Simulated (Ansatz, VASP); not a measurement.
Two plane-wave programs on AlN

```xyz
8
Lattice="-3.1137 0.0000 0.0000 0.0000 5.3931 0.0000 1.5568 -2.6965 -4.9834" Properties=species:S:1:pos:R:3 pbc="T T T"
Al   -1.5568   -0.8909   -4.9749
Al    0.0000    1.7898   -4.9769
Al    0.0000    3.5947   -2.4802
Al   -1.5568    0.8995   -2.4881
N    -1.5568   -0.9008   -3.1113
N     0.0000    1.7996   -3.0333
N     0.0000    3.5204   -0.5806
N    -1.5568    0.9738   -0.5806
```

Change from the starting cell: mode 23 (716.9 1/cm) frozen in, largest displacement +0.075 Å.

Alike in both runs: task single point; functional PBEsol; k mesh 8 × 8 × 8; occupations gaussian, width 0.05 eV; no spin polarisation.

```csv
,VASP,Ansatz
version,VASP 6.6.1,Ansatz 0.2.0
potentials or method,"VASP PAW PBE potentials, release 64 (Al, N), cutoff 600 eV","scalar-relativistic, plane waves, PAW"
valence electrons in the cell,32,32
```

|  | VASP | Ansatz | Ansatz less VASP |
| --- | --- | --- | --- |
| gap on the k mesh at the Fermi level (eV) | 4.06 | 4.05 | -0.016 |
| least direct gap on the mesh (eV) | 4.06 | 4.05 | -0.016 |
| pressure (GPa) | 0.5 | 0.7 | +0.14 |
| traceless stress, the component that is largest in VASP (GPa) | -0.41 | -0.40 | +0.006 |
| rms of the force components (eV/Å) | 0.674 | 0.670 | -0.0044 |

VASP's potentials were made for PBE, not for PBEsol. Atom by atom the forces differ by 0.005 eV/Å (rms over components).
